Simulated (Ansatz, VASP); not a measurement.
# One calculation of TePt, two programs

Contents of POSCAR:

```
TePt
1.0
    1.9815661262      1.1440577364      6.6610305258
   -1.9815661262      1.1440577364      6.6610305258
    0.0000000000     -2.2881154728      6.6610305258
Te Pt
2 2
Direct
    0.5980000000      0.5980000000      0.5980000000
    0.4020000000      0.4020000000      0.4020000000
    0.8703333333      0.8703333333      0.8703333333
    0.1296666667      0.1296666667      0.1296666667
```

The input INCAR.step1:

```
SYSTEM = TePt
ALGO = Normal
EDIFF = 1E-4
ENCUT = 520
GGA = PE
ISMEAR = 0
LASPH = .True.
LCHARG = .False.
LREAL = .False.
LWAVE = .True.
NBANDS = 24
NELM = 100
PREC = Accurate
SIGMA = 0.1
```

The input INCAR.step2:

```
SYSTEM = TePt
ALGO = Normal
EDIFF = 1E-6
ENCUT = 520
ISIF = 2
ISMEAR = 0
ISTART = 1
LASPH = .True.
LCHARG = .False.
LMIXTAU = .True.
LREAL = .False.
LWAVE = .False.
METAGGA = R2SCAN
NBANDS = 24
NELM = 100
PREC = Accurate
SIGMA = 0.1
```

File KPOINTS:

```
k-points
0
Gamma
  6 6 6
  0 0 0
```

Input for Ansatz:

```yaml
crystal:
  lattice:
    - [1.9815661262, 1.1440577364, 6.6610305258]
    - [-1.9815661262, 1.1440577364, 6.6610305258]
    - [0.0, -2.2881154728, 6.6610305258]
  atoms:
    - { symbol: Te, position: [0.598, 0.598, 0.598] }
    - { symbol: Te, position: [0.402, 0.402, 0.402] }
    - { symbol: Pt, position: [0.8703333333, 0.8703333333, 0.8703333333] }
    - { symbol: Pt, position: [0.1296666667, 0.1296666667, 0.1296666667] }
basis:
  ecutwfc: 500
kpoints:
  mp_grid: { grid: [6, 6, 6] }
hamiltonian:
  xc: r2scan
scf:
  occupations: { method: gaussian, width: 0.1 }
output:
  forces: true
  stress: true
  eigenvalues: true
```

Alike in both runs: task single point; functional r2SCAN; k mesh 6 × 6 × 6; occupations gaussian, width 0.1 eV; no spin polarisation.

```csv
,VASP,Ansatz
version,VASP 6.6.1,Ansatz 0.2.0
potentials or method,"VASP PAW PBE potentials, release 64 (Te, Pt), cutoff 520 eV","scalar-relativistic, plane waves, PAW"
valence electrons in the cell,32,68
```

```tsv
	VASP	Ansatz	Ansatz less VASP
gap on the k mesh at the Fermi level (eV)	none	none	-
pressure (GPa)	2.7	2.7	+0.07
traceless stress, the component that is largest in VASP (GPa)	0.05	0.03	-0.026
rms of the force components (eV/Å)	0.032	0.047	+0.0146
```

VASP's potentials were made for PBE, not for r2SCAN. Atom by atom the forces differ by 0.015 eV/Å (rms over components). A gap of «none» marks a metal or a gap that the smearing closes. VASP's potentials hold 32 valence electrons a cell and Ansatz's 68, so a difference there can come from the potentials and not from the codes.

Neither program's run includes spin-orbit coupling.
